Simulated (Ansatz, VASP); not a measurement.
**Ta2N in VASP and in Ansatz**

```
CELL_PARAMETERS angstrom
3.06184 -0.14283 0.00000
-1.65462 2.72305 0.00000
0.00000 0.00000 5.12226
ATOMIC_POSITIONS crystal
Ta 0.66667 0.33333 0.74669
Ta 0.33333 0.66667 0.25331
N 0.00000 0.00000 0.00000
```

Change from the starting cell: engineering shear strain xy -0.0933, normal strain along z +0.0700.

Alike in both runs: task single point; functional LDA; k mesh 15 × 15 × 8; occupations gaussian, width 0.15 eV; no spin polarisation.

|  | VASP | Ansatz |
| --- | --- | --- |
| version | VASP 6.6.1 | Ansatz 0.2.0 |
| potentials or method | VASP PAW LDA potentials, release 64 (Ta_pv, N), cutoff 520 eV | scalar-relativistic, plane waves, PAW |
| valence electrons in the cell | 27 | 31 |

|  | VASP | Ansatz | Ansatz less VASP |
| --- | --- | --- | --- |
| gap on the k mesh at the Fermi level (eV) | none | none | - |
| pressure (GPa) | -15.0 | -16.3 | -1.23 |
| traceless stress, the component that is largest in VASP (GPa) | 12.31 | 12.21 | -0.101 |
| rms of the force components (eV/Å) | 0.127 | 0.107 | -0.0198 |

Ansatz warns that its potentials were made for another functional, while VASP's fit it. LDA's correlation is that of Perdew and Zunger in VASP and of Perdew and Wang (1992) in Ansatz. Atom by atom the forces differ by 0.022 eV/Å (rms over components). A gap of «none» marks a metal or a gap that the smearing closes. VASP's potentials hold 27 valence electrons a cell and Ansatz's 31, so a difference there can come from the potentials and not from the codes.

Spin-orbit coupling is off throughout.
